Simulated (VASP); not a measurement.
# Al (Im-3m) in VASP: a series of runs

Runs on Al. Level: PBE. Tasks: single point, relaxation of cell and atoms.

Everything below comes from runs of VASP 6.6.1. Logs are shortened: lines on timing, memory, paths and dates and some standing lists are left out, and cuts for length are marked.

### Step 1. The cell of the first run

It takes space group Im-3m (No. 229, cubic). The conventional cell has a = 3.195 Å, b = 3.195 Å, c = 3.195 Å, α = 90.00°, β = 90.00°, γ = 90.00°. Within 3.6 Å of Al (site symmetry m-3m) lie 14 Al at 2.77 to 3.20 Å.

### Step 2. Single point, PBE

The input, INCAR:

```
ALGO = Normal
EDIFF = 1E-6
ENCUT = 520
GGA = PE
ISIF = 2
ISMEAR = -1
LASPH = True
LCHARG = False
LREAL = False
LWAVE = False
NBANDS = 8
NELM = 60
PREC = Accurate
SIGMA = 0.05
```

The input, KPOINTS:

```
k-points
0
Gamma
  17 17 17
```

The input, POSCAR:

```
Al
1.0
   -1.5977484179      1.5977484179      1.5977484179
    1.5977484179     -1.5977484179      1.5977484179
    1.5977484179      1.5977484179     -1.5977484179
Al
1
Direct
    0.0000000000      0.0000000000      0.0000000000
```

Potentials or basis: VASP PAW PBE potentials, release 64 (Al).

Run with:

```sh
> cat potpaw_PBE.64/Al/POTCAR > POTCAR
> mpirun -np 1 vasp_std > vasp.out
```

OUTCAR:

```text
EDIFF = 1E-6
   ENCUT = 520
   GGA = PE
   ISIF = 2
   ISMEAR = -1
   LASPH = True
   LREAL = False
   NELM = 60
   PREC = Accurate

 ion  position               nearest neighbor table
   1  0.000  0.000  0.000-

  LATTYP: Found a body centered cubic cell.
 ALAT       =     3.1954968358

  Lattice vectors:

 A1 = (  -1.5977484179,   1.5977484179,   1.5977484179)
 A2 = (   1.5977484179,  -1.5977484179,   1.5977484179)
 A3 = (   1.5977484179,   1.5977484179,  -1.5977484179)

Analysis of symmetry for initial positions (statically):
=====================================================================
 Subroutine PRICEL returns:
 Original cell was already a primitive cell.

 Routine SETGRP: Setting up the symmetry group for a
 body centered cubic supercell.

 Subroutine GETGRP returns: Found 48 space group operations
 (whereof 48 operations were pure point group operations)
 out of a pool of 48 trial point group operations.

The static configuration has the point symmetry O_h .

Analysis of symmetry for dynamics (positions and initial velocities):
=====================================================================
 Subroutine PRICEL returns:
 Original cell was already a primitive cell.

 Routine SETGRP: Setting up the symmetry group for a
 body centered cubic supercell.

 Subroutine GETGRP returns: Found 48 space group operations
 (whereof 48 operations were pure point group operations)
 out of a pool of 48 trial point group operations.

The dynamic configuration has the point symmetry O_h .

 Subroutine INISYM returns: Found 48 space group operations
 (whereof 48 operations are pure point group operations),
 and found     1 'primitive' translations

----------------------------------------------------------------------------------------

                                     Primitive cell

  volume of cell :      16.3149

  direct lattice vectors                    reciprocal lattice vectors
    -1.597748418  1.597748418  1.597748418     0.000000000  0.312940382  0.312940382
     1.597748418 -1.597748418  1.597748418     0.312940382  0.000000000  0.312940382
     1.597748418  1.597748418 -1.597748418     0.312940382  0.312940382  0.000000000

  length of vectors
     2.767381438  2.767381438  2.767381438     0.442564532  0.442564532  0.442564532

  position of ions in fractional coordinates (direct lattice)
     0.000000000  0.000000000  0.000000000

  ion indices of the primitive-cell ions
   primitive index   ion index
                 1           1

----------------------------------------------------------------------------------------

 KPOINTS: k-points

Automatic generation of k-mesh.
 Grid dimensions read from file:
 generate k-points for:   17   17   17

 Generating k-lattice:

  Cartesian coordinates                     Fractional coordinates (reciprocal lattice)
     0.000000000  0.018408258  0.018408258     0.058823529  0.000000000  0.000000000
     0.018408258  0.000000000  0.018408258     0.000000000  0.058823529  0.000000000
     0.018408258  0.018408258  0.000000000     0.000000000  0.000000000  0.058823529

  Length of vectors
     0.026033208  0.026033208  0.026033208

  Shift w.r.t. Gamma in fractional coordinates (k-lattice)
     0.000000000  0.000000000  0.000000000

 Subroutine IBZKPT returns following result:
 ===========================================

 Found    165 irreducible k-points:

 Following reciprocal coordinates:
            Coordinates               Weight
  0.000000  0.000000  0.000000      1.000000
  0.058824  0.000000  0.000000     12.000000
  0.117647  0.000000  0.000000     12.000000
  0.176471  0.000000  0.000000     12.000000
  0.235294  0.000000  0.000000     12.000000
  0.294118  0.000000  0.000000     12.000000
[... 16 lines left out ...]
  0.411765  0.117647  0.000000     48.000000
  0.176471  0.176471  0.000000     24.000000
 [... further k-points ...]
   k-points           NKPTS =    165   k-points in BZ     NKDIM =    165   number of bands    NBANDS=      8
   number of dos      NEDOS =    301   number of ions     NIONS =      1
   total plane-waves  NPLWV =  13824
   dimension x,y,z NGX =    24 NGY =   24 NGZ =   24
   dimension x,y,z NGXF=    48 NGYF=   48 NGZF=   48
   ions per type =               1
   NGX,Y,Z   is equivalent  to a cutoff of  14.42, 14.42, 14.42 a.u.
   NGXF,Y,Z  is equivalent  to a cutoff of  28.84, 28.84, 28.84 a.u.
 SYSTEM =  unknown system
   PREC   = accura    normal or accurate (medium, high low for compatibility)
   ISTART =      0    job   : 0-new  1-cont  2-samecut
   ICHARG =      2    charge: 1-file 2-atom 10-const
   ISPIN  =      1    spin polarized calculation?
   LNONCOLLINEAR =      F non collinear calculations
   LSORBIT =      F    spin-orbit coupling
   LASPH  =      T    aspherical Exc in radial PAW
   ENCUT  =  520.0 eV  38.22 Ry    6.18 a.u.   5.15  5.15  5.15*2*pi/ulx,y,z
   NELM   =     60;   NELMIN=  2; NELMDL= -5     # of ELM steps
   EDIFF  = 0.1E-05   stopping-criterion for ELM
   LREAL  =      F    real-space projection
   EDIFFG = 0.1E-04   stopping-criterion for IOM
   NSW    =      0    number of steps for IOM
   IBRION =     -1    ionic relax: 0-MD 1-quasi-New 2-CG
   NFREE  =      0    steps in history (QN), initial steepest desc. (CG)
   ISIF   =      2    stress and relaxation
   ISYM   =      2    0-nonsym 1-usesym 2-fastsym
   POTIM  = 0.5000    time-step for ionic-motion
   TEBEG  =    0.0;   TEEND  =   0.0 temperature during run
   PSTRESS=    0.0 pullay stress
   NELECT =       3.0000    total number of electrons
   NUPDOWN=      -1.0000    fix difference up-down
   EMIN   =  10.00;   EMAX   =-10.00  energy-range for DOS
   EFERMI =   0.00;   METHOD = LEGACY
   ISMEAR =    -1;   SIGMA  =   0.05  broadening in eV -4-tet -1-fermi 0-gaus
   EFERMI_NEDOS =   21; number of points for ismear=-14 and -15
   IALGO  =     38    algorithm
   IMIX   =      4    mixing-type and parameters
     AMIX     =   0.40;   BMIX     =  1.00
     AMIX_MAG =   1.60;   BMIX_MAG =  1.00
  volume/ion in A,a.u.               =      16.31       110.10
  Fermi-wavevector in a.u.,A,eV,Ry     =   0.930937  1.759215 11.791398  0.866643
  Thomas-Fermi vector in A             =   2.057378
   LORBIT       =      0    0 simple, 1 ext, 2 COOP (PROOUT), +10 PAW based schemes
   GGA     = PE    functional components
   LHFCALC =     F    Hartree Fock is set to
   AEXX    =    0.0000 exact exchange contribution
   IVDW    =     0    specifies the selected vdW correction
   LEPSILON=     F    determine dielectric tensor
   LRPA    =     F    only Hartree local field effects (RPA)
 non-spin polarized calculation
  energy-cutoff  :      520.00
  volume of cell :       16.31
 maximum number of plane-waves:       456
 NGX is ok and might be reduce to    24
   NGX = 11   NGY = 11   NGZ = 11

 number of electron       3.0000000 magnetization

 Free energy of the ion-electron system (eV)
  ---------------------------------------------------
  ext. energy  EPLUGINS =         0.00000000
  ---------------------------------------------------
  free energy    TOTEN  =        -3.64518266 eV

  energy without entropy =       -3.64076499  energy(sigma->0) =       -3.64297382

 E-fermi :   8.1429     XC(G=0): -10.2423

 val. band max:        8.1305736104   @ k =  -0.4118   0.4118   0.2353
 cond. band min:       8.1748302163   @ k =  -0.3529  -0.4118   0.0588
 fundamental gap:      0.0442566059
 Fermi energy:         8.1428712108

 k-point     1 :       0.0000    0.0000    0.0000
  band No.  band energies     occupation
      1      -3.0896      2.00000
      2      21.4584      0.00000
      3      21.4584      0.00000
      4      21.4584      0.00000
      5      22.9890      0.00000
      6      22.9890      0.00000
      7      22.9890      0.00000
      8      24.5281      0.00000

 k-point     2 :       0.0588    0.0000    0.0000
  band No.  band energies     occupation
      1      -2.9893      2.00000
      2      20.1912      0.00000
      3      20.7242      0.00000
      4      21.0423      0.00000
      5      22.5474      0.00000
      6      23.4875      0.00000
      7      23.6776      0.00000
      8      23.8903      0.00000

 k-point     3 :       0.1176    0.0000    0.0000
  band No.  band energies     occupation
      1      -2.6886      2.00000
      2      17.8913      0.00000
      3      19.6829      0.00000
      4      20.1481      0.00000
      5      21.6500      0.00000
      6      22.7263      0.00000
      7      24.1927      0.00000
      8      24.7652      0.00000

 k-point     4 :       0.1765    0.0000    0.0000
  band No.  band energies     occupation
      1      -2.1890      2.00000
      2      15.4335      0.00000
      3      18.7485      0.00000
      4      19.1809      0.00000
      5      20.7229      0.00000
      6      21.9428      0.00000
      7      24.9129      0.00000
      8      25.1414      0.00000

 k-point     5 :       0.2353    0.0000    0.0000
  band No.  band energies     occupation
      1      -1.4924      2.00000
      2      13.0335      0.00000
      3      17.9625      0.00000
      4      18.3021      0.00000
      5      19.9014      0.00000
      6      21.2433      0.00000
      7      25.6770      0.00000
      8      25.7397      0.00000
[... 177 lines left out ...]
 k-point    22 :       0.3529    0.1176   -0.0000
  band No.  band energies     occupation
      1       2.0346      2.00000
      2       6.9380      2.00000
      3      13.2009      0.00000
      4      16.2915      0.00000
      5      19.9047      0.00000
      6      22.6861      0.00000
      7      26.2298      0.00000
      8      29.6572      0.00000

 k-point    23 :       0.4118    0.1176    0.0000
  band No.  band energies     occupation
      1       3.4595      2.00000
      2       5.1634      2.00000
      3      13.0189      0.00000
      4      16.1205      0.00000
      5      19.7309      0.00000
      6      22.5852      0.00000
      7      27.2381      0.00000
      8      28.8984      0.00000

 k-point    24 :       0.1765    0.1765    0.0000
  band No.  band energies     occupation
      1      -0.4047      2.00000
      2      12.1987      0.00000
      3      12.7896      0.00000
      4      17.0880      0.00000
      5      21.8403      0.00000
      6      22.2437      0.00000
      7      26.4067      0.00000
      8      26.6789      0.00000

 [... further k-points ...]

------------------------ aborting loop because EDIFF is reached ----------------------------------------

  FORCE on cell =-STRESS in cart. coord.  units (eV):
  Direction    XX          YY          ZZ          XY          YZ          ZX
  --------------------------------------------------------------------------------------
  -------------------------------------------------------------------------------------
  Total        0.2642307      0.2642307      0.2642307      0.0000000      0.0000000      0.0000000
  in kB       25.9482881     25.9482881     25.9482881      0.0000000      0.0000000      0.0000000
  external PRESSURE =      25.9482881 kB  Pullay stress =       0.0000000 kB

 VOLUME and BASIS-vectors are now :
 -----------------------------------------------------------------------------
  energy-cutoff  :      520.00
  volume of cell :       16.31
      direct lattice vectors                 reciprocal lattice vectors
    -1.597748418  1.597748418  1.597748418     0.000000000  0.312940382  0.312940382
     1.597748418 -1.597748418  1.597748418     0.312940382  0.000000000  0.312940382
     1.597748418  1.597748418 -1.597748418     0.312940382  0.312940382  0.000000000

 POSITION                                       TOTAL-FORCE (eV/Angst)
 -----------------------------------------------------------------------------------
      0.00000      0.00000      0.00000         0.000000     -0.000000      0.000000
 -----------------------------------------------------------------------------------
    total drift:                                0.000000      0.000000      0.000000

  FREE ENERGIE OF THE ION-ELECTRON SYSTEM (eV)
  ---------------------------------------------------
  free  energy   TOTEN  =        -3.6451826592 eV

  energy  without entropy=       -3.6407649891  energy(sigma->0) =       -3.64297382
```

Wall time 11 s (1 thread of Intel Xeon Platinum 8488C (Sapphire Rapids), shared host); peak memory 0.14 GiB.

Results:

| Property | Result |
| --- | --- |
| Free energy | -3.6452 eV |
| Pressure | 2.6 GPa |

Levels at points of the mesh, in eV from the Fermi level:
```tsv
k point	band 1	band 2	band 3	band 4	band 5	band 6
(0.00, 0.00, 0.00)	-11.23	13.32	13.32	13.32	14.85	14.85
```

### Step 3. Relaxation of cell and atoms, PBE, target pressure 2.6 GPa, at which the enthalpy is minimised

This run uses another cell than the first one, of 15.99 Å³/atom, 0.980 times its volume.

The input, INCAR:

```
PREC = Accurate
ENCUT = 600
EDIFF = 1E-6
ISMEAR = -1
SIGMA = 0.05
LREAL = F
LASPH = T
NELM = 60
ALGO = Normal
ISIF = 3
LWAVE = F
LCHARG = F
GGA = PE
IBRION = 2
NSW = 60
EDIFFG = -0.005
PSTRESS = 26.0
```

The input, KPOINTS:

```
regular mesh
0
Gamma
  17 17 17
```

The input, POSCAR:

```
Al
1.0
   -1.5870530703      1.5870530703      1.5870530703
    1.5870530703     -1.5870530703      1.5870530703
    1.5870530703      1.5870530703     -1.5870530703
Al
1
Direct
    0.0000000000      0.0000000000      0.0000000000
```

Potentials or basis: VASP PAW PBE potentials, release 64 (Al).

Run with:

```sh
> cat potpaw_PBE.64/Al/POTCAR > POTCAR
> mpirun -np 1 vasp_std > vasp.out
```

Run time: 16 s. Hardware: 1 thread of Intel Xeon Platinum 8488C (Sapphire Rapids), shared host; peak memory 0.14 GiB.

Results (log left out):

| Property | Result |
| --- | --- |
| Free energy | -3.6452 eV |
| Relaxed volume | 16.31 Å³/atom |
| Relaxed cell | a = 2.767 Å, b = 2.767 Å, c = 2.767 Å, α = 109.47°, β = 109.47°, γ = 109.47° |
| Space group after relaxing (to 0.05 Å) | Im-3m (No. 229) |
| Energy change on relaxing (the enthalpy is what falls) | -6.9 meV/atom |
| Ionic steps | 3 |
| Pressure after relaxing | 2.6 GPa |

Step by step:
```tsv
step	energy change (eV)	largest force (eV/Å)	pressure (GPa)	volume (Å³)
1	0.0000	0.0000	4.29	15.99
2	-0.0080	0.0000	2.26	16.38
3	-0.0069	0.0000	2.60	16.31
```

Final structure:
```xyz
1
Lattice="-1.5977 1.5977 1.5977 1.5977 -1.5977 1.5977 1.5977 1.5977 -1.5977" Properties=species:S:1:pos:R:3 pbc="T T T"
Al    0.0000    0.0000    0.0000
```

Levels at points of the mesh, in eV from the Fermi level:
```csv
k point,band 1,band 2,band 3,band 4,band 5
"(0.00, 0.00, 0.00)",-11.23,13.32,13.32,13.32,14.85
```

Caveat: the cell is relaxed towards a set pressure, so the enthalpy falls and the energy may rise.

### Step 4. Relaxation of cell and atoms, PBE, target pressure 2.6 GPa, at which the enthalpy is minimised

The input, INCAR:

```
SYSTEM = Al
  PREC = Accurate
  ENCUT = 600
  EDIFF = 1E-6
  ISMEAR = -1
  SIGMA = 0.05
  LREAL = .False.
  LASPH = .True.
  NELM = 100
  ALGO = Normal
  ISIF = 3
  LWAVE = .False.
  LCHARG = .False.
  GGA = PE
  IBRION = 2
  NSW = 32
  EDIFFG = -0.005
  PSTRESS = 26.0
```

The input, KPOINTS:

```
regular mesh
0
Gamma
  17 17 17
  0 0 0
```

The input, POSCAR:

```
Al
1.0
   -1.5977484179      1.5977484179      1.5977484179
    1.5977484179     -1.5977484179      1.5977484179
    1.5977484179      1.5977484179     -1.5977484179
Al
1
Direct
    0.0000000000      0.0000000000      0.0000000000
```

Run with:

```sh
> cat potpaw_PBE.64/Al/POTCAR > POTCAR
> mpirun -np 1 vasp_std > vasp.out
```

Run time: 5.9 s. Hardware: 1 thread of AMD EPYC 9R45 (Zen 5), shared host; peak memory 0.11 GiB.

Results (log left out):

| Item | Value |
| --- | --- |
| Free energy | -3.6452 eV |
| Pressure after relaxing | 2.6 GPa |

Final structure:
```
Al
1.0
    -1.59775    1.59775    1.59775
     1.59775   -1.59775    1.59775
     1.59775    1.59775   -1.59775
Al
1
Cartesian
  0.0000 0.0000 0.0000
```

Levels at points of the mesh, in eV from the Fermi level:
| k point | band 1 | band 2 | band 3 | band 4 | band 5 |
| --- | --- | --- | --- | --- | --- |
| (0.00, 0.00, 0.00) | -11.23 | 13.32 | 13.32 | 13.32 | 14.85 |

Caveat: the relaxation stopped at its first step, so nothing moved; the cell is relaxed towards a set pressure, so the enthalpy falls and the energy may rise.

### Step 5. The runs side by side

```tsv
task	cell	cutoff (eV)	gap on the mesh (eV)	pressure (GPa)
single point	a = 2.767 Å, angles 109.5°, 1 atom	520	none	2.6
relaxation of cell and atoms	relaxed to 2.6 GPa from a = 2.749 Å, angles 109.5°, 1 atom	600	none	2.6
relaxation of cell and atoms	relaxed to 2.6 GPa from a = 2.767 Å, angles 109.5°, 1 atom	600	none	2.6
```

Alike in all rows: level PBE; potentials or basis VASP PAW PBE potentials, release 64 (Al); no spin polarisation; k mesh 17 × 17 × 17; smearing fermi-dirac 0.05 eV.

Caveats: the cell is relaxed towards a set pressure, so the enthalpy falls and the energy may rise (some runs); the relaxation stopped at its first step, so nothing moved (some runs).

Absolute energies hang on the potentials; compare differences alone.
